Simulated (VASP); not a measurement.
# Si4O7 (a cell with a defect) in VASP: further runs, part 2 of 2

VASP 6.6.1. The steps go on from the part before.

## (4) Single point, LDA (atom 9 moved 0.375 of the way to it and -0.250 Å across, host rigid)

Input file INCAR:

```
SYSTEM = Si4O7
PREC = Accurate ; ENCUT = 520
EDIFF = 1E-7 ; ISMEAR = 0
SIGMA = 0.05 ; LREAL = .FALSE.
LASPH = .TRUE. ; NELM = 80
ALGO = Normal ; ISIF = 2
LWAVE = .FALSE. ; LCHARG = .TRUE.
LELF = .TRUE. ; LVHAR = .TRUE.
NBANDS = 40
```

Input file KPOINTS:

```
regular mesh
0
G
  6 6 6
  0 0 0
```

Input file POSCAR:

```
Si4O7
1.0
    0.0000000000      4.1548619959     -2.6614337333
    0.0000000000     -4.1548619959     -2.6614337333
   -4.1548619959      0.0000000000      2.6614337333
Si O
4 7
Direct
    0.2500000000      0.7500000000      0.5000000000
    0.7500000000      0.2500000000      0.5000000000
    0.0000000000      0.0000000000      1.0000000000
    0.5000000000      0.5000000000      1.0000000000
    1.0000000000      0.3055647994      0.3055647994
    0.5555647994      0.7500000000      0.8055647994
    0.0555647994      0.2500000000      0.8055647994
    0.0000000000      0.6944352006      0.6944352006
    0.4574530525      0.0486088002      0.5060618526
    0.9444352006      0.7500000000      0.1944352006
    0.4444352006      0.2500000000      0.1944352006
```

Potentials or basis: VASP PAW LDA potentials, release 64 (Si, O).

Launch:

```bash
> cat potpaw_LDA.64/Si/POTCAR potpaw_LDA.64/O/POTCAR > POTCAR
> mpirun -np 1 vasp_std > vasp.out
```

OUTCAR:

```text
SYSTEM = Si4O7
   PREC = Accurate
   ENCUT = 520
   EDIFF = 1E-7
   ISMEAR = 0
   LREAL = .FALSE.
   LASPH = .TRUE.
   NELM = 80
   ISIF = 2

 ion  position               nearest neighbor table
   1  0.250  0.750  0.500-   9 1.38   8 1.75   5 1.75   6 1.80  10 1.80   2 2.66   2 2.66
   2  0.750  0.250  0.500-   9 1.38   8 1.75   5 1.75   7 1.80  11 1.80   1 2.66   1 2.66
   3  0.000  0.000  0.000-   6 1.75   7 1.75  10 1.75  11 1.75   5 1.80   8 1.80   4 2.66   4 2.66

   4  0.500  0.500  0.000-   6 1.75   7 1.75  10 1.75  11 1.75   3 2.66   3 2.66
   5  0.000  0.306  0.306-   1 1.75   2 1.75   3 1.80
   6  0.556  0.750  0.806-   3 1.75   4 1.75   1 1.80
   7  0.056  0.250  0.806-   3 1.75   4 1.75   2 1.80
   8  0.000  0.694  0.694-   1 1.75   2 1.75   3 1.80
   9  0.457  0.049  0.506-   2 1.38   1 1.38
  10  0.944  0.750  0.194-   3 1.75   4 1.75   1 1.80
  11  0.444  0.250  0.194-   3 1.75   4 1.75   2 1.80

  LATTYP: Found a body centered tetragonal cell.
 ALAT       =     5.8758621844
 C/A-ratio  =     0.9058870511

  Lattice vectors:

 A1 = (   0.0000000000,   4.1548619959,  -2.6614337333)
 A2 = (   0.0000000000,  -4.1548619959,  -2.6614337333)
 A3 = (  -4.1548619959,   0.0000000000,   2.6614337333)

Analysis of symmetry for initial positions (statically):
=====================================================================
 Subroutine PRICEL returns:
 Original cell was already a primitive cell.

 Routine SETGRP: Setting up the symmetry group for a
 body centered tetragonal supercell.

 Subroutine GETGRP returns: Found  2 space group operations
 (whereof  2 operations were pure point group operations)
 out of a pool of 16 trial point group operations.

The static configuration has the point symmetry C_1h.

Analysis of symmetry for dynamics (positions and initial velocities):
=====================================================================
 Subroutine PRICEL returns:
 Original cell was already a primitive cell.

 Routine SETGRP: Setting up the symmetry group for a
 body centered tetragonal supercell.

 Subroutine GETGRP returns: Found  2 space group operations
 (whereof  2 operations were pure point group operations)
 out of a pool of 16 trial point group operations.

The dynamic configuration has the point symmetry C_1h.

 Subroutine INISYM returns: Found  2 space group operations
 (whereof  2 operations are pure point group operations),
 and found     1 'primitive' translations

----------------------------------------------------------------------------------------

                                     Primitive cell

  volume of cell :      91.8880

  direct lattice vectors                    reciprocal lattice vectors
     0.000000000  4.154861996 -2.661433733    -0.120340940  0.120340940 -0.187868664
     0.000000000 -4.154861996 -2.661433733    -0.120340940 -0.120340940 -0.187868664
    -4.154861996  0.000000000  2.661433733    -0.240681881  0.000000000  0.000000000

  length of vectors
     4.934177512  4.934177512  4.934177512     0.253492641  0.253492641  0.240681881

  position of ions in fractional coordinates (direct lattice)
     0.250000000  0.750000000  0.500000000
     0.750000000  0.250000000  0.500000000
     0.000000000  0.000000000  0.000000000
     0.500000000  0.500000000  0.000000000
     0.000000000  0.305564799  0.305564799
[... 54 lines left out ...]
  0.500000  0.000000 -0.000000      2.000000
[... 16 lines left out ...]
  0.000000  0.000000  0.166667      2.000000
  0.333333  0.333333 -0.000000      4.000000
 [... further k-points ...]
   k-points           NKPTS =     68   k-points in BZ     NKDIM =     68   number of bands    NBANDS=     40
   number of dos      NEDOS =    301   number of ions     NIONS =     11
   total plane-waves  NPLWV =  64000
   dimension x,y,z NGX =    40 NGY =   40 NGZ =   40
   dimension x,y,z NGXF=    80 NGYF=   80 NGZF=   80
   ions per type =               4   7
   NGX,Y,Z   is equivalent  to a cutoff of  13.48, 13.48, 13.48 a.u.
   NGXF,Y,Z  is equivalent  to a cutoff of  26.95, 26.95, 26.95 a.u.
 SYSTEM =  Si4O7
   PREC   = accura    normal or accurate (medium, high low for compatibility)
   ISTART =      0    job   : 0-new  1-cont  2-samecut
   ICHARG =      2    charge: 1-file 2-atom 10-const
   ISPIN  =      1    spin polarized calculation?
   LNONCOLLINEAR =      F non collinear calculations
   LSORBIT =      F    spin-orbit coupling
   LASPH  =      T    aspherical Exc in radial PAW
   ENCUT  =  520.0 eV  38.22 Ry    6.18 a.u.   9.17  9.17  9.17*2*pi/ulx,y,z
   NELM   =     80;   NELMIN=  2; NELMDL= -5     # of ELM steps
   EDIFF  = 0.1E-06   stopping-criterion for ELM
   LREAL  =      F    real-space projection
   EDIFFG = 0.1E-05   stopping-criterion for IOM
   NSW    =      0    number of steps for IOM
   IBRION =     -1    ionic relax: 0-MD 1-quasi-New 2-CG
   NFREE  =      0    steps in history (QN), initial steepest desc. (CG)
   ISIF   =      2    stress and relaxation
   ISYM   =      2    0-nonsym 1-usesym 2-fastsym
   POTIM  = 0.5000    time-step for ionic-motion
   TEBEG  =    0.0;   TEEND  =   0.0 temperature during run
   PSTRESS=    0.0 pullay stress
   NELECT =      58.0000    total number of electrons
   NUPDOWN=      -1.0000    fix difference up-down
   EMIN   =  10.00;   EMAX   =-10.00  energy-range for DOS
   EFERMI =   0.00;   METHOD = LEGACY
   ISMEAR =     0;   SIGMA  =   0.05  broadening in eV -4-tet -1-fermi 0-gaus
   EFERMI_NEDOS =   21; number of points for ismear=-14 and -15
   IALGO  =     38    algorithm
   IMIX   =      4    mixing-type and parameters
     AMIX     =   0.40;   BMIX     =  1.00
     AMIX_MAG =   1.60;   BMIX_MAG =  1.00
  volume/ion in A,a.u.               =       8.35        56.37
  Fermi-wavevector in a.u.,A,eV,Ry     =   1.404315  2.653771 26.832059  1.972101
  Thomas-Fermi vector in A             =   2.526889
   LORBIT       =      0    0 simple, 1 ext, 2 COOP (PROOUT), +10 PAW based schemes
   GGA     = CA    functional components
   LHFCALC =     F    Hartree Fock is set to
   AEXX    =    0.0000 exact exchange contribution
   IVDW    =     0    specifies the selected vdW correction
   LEPSILON=     F    determine dielectric tensor
   LRPA    =     F    only Hartree local field effects (RPA)
 non-spin polarized calculation
 Gauss-broadening in eV      SIGMA  =   0.05
  energy-cutoff  :      520.00
  volume of cell :       91.89
 maximum number of plane-waves:      2502
 NGX is ok and might be reduce to    40
   NGX = 19   NGY = 19   NGZ = 19

 number of electron      58.0000007 magnetization

 Free energy of the ion-electron system (eV)
  ---------------------------------------------------
  ext. energy  EPLUGINS =         0.00000000
  ---------------------------------------------------
  free energy    TOTEN  =       -84.20725091 eV

  energy without entropy =      -84.20719507  energy(sigma->0) =      -84.20722299

 E-fermi :  11.4947     XC(G=0): -12.3269

 val. band max:       11.4199247933   @ k =  -0.3333  -0.3333   0.3333
 cond. band min:      11.5694757304   @ k =  -0.1667   0.1667   0.1667
 fundamental gap:      0.1495509371
 Fermi energy:        11.4947039242

 k-point     1 :       0.0000    0.0000    0.0000
  band No.  band energies     occupation
      1     -15.4049      2.00000
      2     -13.3501      2.00000
      3     -11.7975      2.00000
      4     -11.3031      2.00000
      5     -11.0950      2.00000
      6     -10.9861      2.00000
[... 1021 lines left out ...]
     39      18.5704      0.00000
     40      19.2564      0.00000

 [... further k-points ...]
[... 5 lines left out ...]
  --------------------------------------------------------------------------------------
  -------------------------------------------------------------------------------------
  Total        5.8113390      7.2888480     45.2844956     -2.2393444      0.0000000      0.0000000
  in kB      101.3276419    127.0897763    789.5893061    -39.0456467      0.0000000      0.0000000
  external PRESSURE =     339.3355748 kB  Pullay stress =       0.0000000 kB

 VOLUME and BASIS-vectors are now :
 -----------------------------------------------------------------------------
  energy-cutoff  :      520.00
  volume of cell :       91.89
      direct lattice vectors                 reciprocal lattice vectors
     0.000000000  4.154861996 -2.661433733    -0.120340940  0.120340940 -0.187868664
     0.000000000 -4.154861996 -2.661433733    -0.120340940 -0.120340940 -0.187868664
    -4.154861996  0.000000000  2.661433733    -0.240681881  0.000000000  0.000000000

 POSITION                                       TOTAL-FORCE (eV/Angst)
 -----------------------------------------------------------------------------------
     -2.07743     -2.07743     -1.33072         1.945598      4.930121     14.339176
     -2.07743      2.07743     -1.33072         1.945598      4.930121    -14.339176
      0.00000      0.00000      0.00000        -0.346613      0.080330      0.000000
      0.00000      0.00000     -2.66143        -2.996563     -2.401150      0.000000
     -1.26958     -1.26958      0.00000         0.081096      0.137556      0.000000
     -3.34701     -0.80785     -1.33072         1.347428     -0.446589     -0.922225
     -3.34701     -0.80785      1.33072         1.347428     -0.446589      0.922225
     -2.88528     -2.88528      0.00000        -0.155556     -0.114784      0.000000
     -2.10262      1.69869     -0.00000        -6.750082     -6.745292      0.000000
     -0.80785      0.80785     -3.99215         1.790833      0.038138      1.293282
     -0.80785      0.80785     -1.33072         1.790833      0.038138     -1.293282
 -----------------------------------------------------------------------------------
    total drift:                                0.000063     -0.000252      0.000000

  FREE ENERGIE OF THE ION-ELECTRON SYSTEM (eV)
  ---------------------------------------------------
  free  energy   TOTEN  =       -84.2072509059 eV

  energy  without entropy=      -84.2071950707  energy(sigma->0) =      -84.20722299
```

It took 1.8 min on 1 thread of Intel Xeon 6975P-C (Granite Rapids), shared host; peak memory 0.3 GiB.

Results:

```
Free energy            : -84.2073 eV
Pressure               : 33.9 GPa
Largest force          : 15.287 eV/Å
Band gap on the k mesh : 0.15 eV
```

Forces on the atoms (eV/Å):
```
Si    1.946   4.930  14.339
Si    1.946   4.930 -14.339
Si   -0.347   0.080   0.000
Si   -2.997  -2.401   0.000
O     0.081   0.138   0.000
O     1.347  -0.447  -0.922
O     1.347  -0.447   0.922
O    -0.156  -0.115   0.000
O    -6.750  -6.745   0.000
O     1.791   0.038   1.293
O     1.791   0.038  -1.293
```

Caveat: the cell differs from its parent crystal (atom 9 moved 0.375 of the way to it and -0.250 Å across, host rigid).
